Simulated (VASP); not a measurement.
## Sn2TeS: single point with PBE

Sn2TeS:

```
S Sn Te
1.0
     4.32183    0.00000    0.00000
     0.00000    4.32183    0.00000
     0.00000    0.00000    6.15000
S Sn Te
1 2 1
Direct
  0.00000 0.00000 0.00000
  0.00000 0.00000 0.50000
  0.50000 0.50000 0.00000
  0.50000 0.50000 0.50000
```

```json
{"Program": "VASP 6.6.1", "Task": "single point", "Functional": "PBE", "Potentials or basis": "VASP PAW PBE potentials, release 64 (S, Sn_d, Te)", "Cutoff": "500 eV", "k mesh": "6 × 6 × 4", "Occupations": "fermi-dirac, width 0.02 eV", "Spin": "no spin polarisation", "Dipole correction": "no", "Further INCAR settings": "ALGO = Normal; EDIFF = 1e-06; NBANDS = 28"}
```

| Quantity | Value |
| --- | --- |
| Pressure | 0.8 GPa |
| Band gap on the k mesh | 0.06 eV, indirect (least direct gap 0.27 eV) |

Levels at points of the mesh, in eV from the valence-band top:
```tsv
k point	band 18	band 19	band 20	band 21	band 22	band 23
(0.00, 0.00, 0.00)	-2.44	-2.44	-2.39	2.43	3.32	3.59
(0.50, 0.00, 0.00)	-2.11	-1.28	-0.74	0.80	0.90	1.07
(0.50, 0.50, 0.00)	-3.83	-3.83	-3.65	2.50	2.50	3.86
(0.00, 0.00, 0.50)	-3.12	-2.27	-1.91	1.56	2.07	2.92
(0.50, 0.00, 0.50)	-1.93	-0.62	0.00	0.27	0.27	0.45
(0.50, 0.50, 0.50)	-4.56	-1.56	-0.68	0.94	1.10	3.34
```

It took 110 s on 1 thread of Intel Xeon 8259CL, with other jobs on the host, peak memory 0.26 GiB.

Caveat: spin-orbit coupling is left out, which moves the levels of the heavy elements. A k mesh can miss the band edges.
